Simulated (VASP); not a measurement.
A run of VASP 6.6.1 is set up as follows.

The input INCAR:

```
ALGO     = Fast           # electronic algorithm
EDIFF    = 1E-6           # SCF threshold, eV
ENCUT    = 520            # plane-wave cutoff, eV
GGA      = RP             # functional
ISIF     = 2              # what is computed and relaxed
ISMEAR   = 1              # smearing method
ISPIN    = 2              # spin polarisation
LASPH    = T              # aspherical terms in the spheres
LCHARG   = F              # write CHGCAR
LORBIT   = 11             # projections on sites
LREAL    = F              # projectors in reciprocal space
LWAVE    = F              # write WAVECAR
MAGMOM   = 1              # initial moments
NBANDS   = 11             # bands
NELM     = 150            # most SCF steps
PREC     = Accurate       # precision mode
SIGMA    = 0.1            # smearing width, eV
```

File KPOINTS:

```
k-points
0
Gamma
  11 11 11
```

POSCAR

```
Mg
1.0
   -1.8359916300      1.8359916300      1.6794040200
    1.8359916300     -1.8359916300      1.6794040200
    1.8359916300      1.8359916300     -1.6794040200
Mg
1
Direct
    0.0000000000      0.0000000000      0.0000000000
```

Potentials or basis: VASP PAW PBE potentials, release 64 (Mg).

Launch:

```sh
$ cat potpaw_PBE.64/Mg/POTCAR > POTCAR
$ mpirun -np 1 vasp_std > vasp.out
```

(1) Predict the net moment.

(2) What does it give for the pressure?

(3) Predict the band gap on the k mesh.

## Answers

(1) 0.00 μB per cell.

(2) 1.6 GPa.

(3) zero (filled and empty bands overlap).

Caveat: the PAW data sets were made with another functional, which shifts forces and pressure a little.
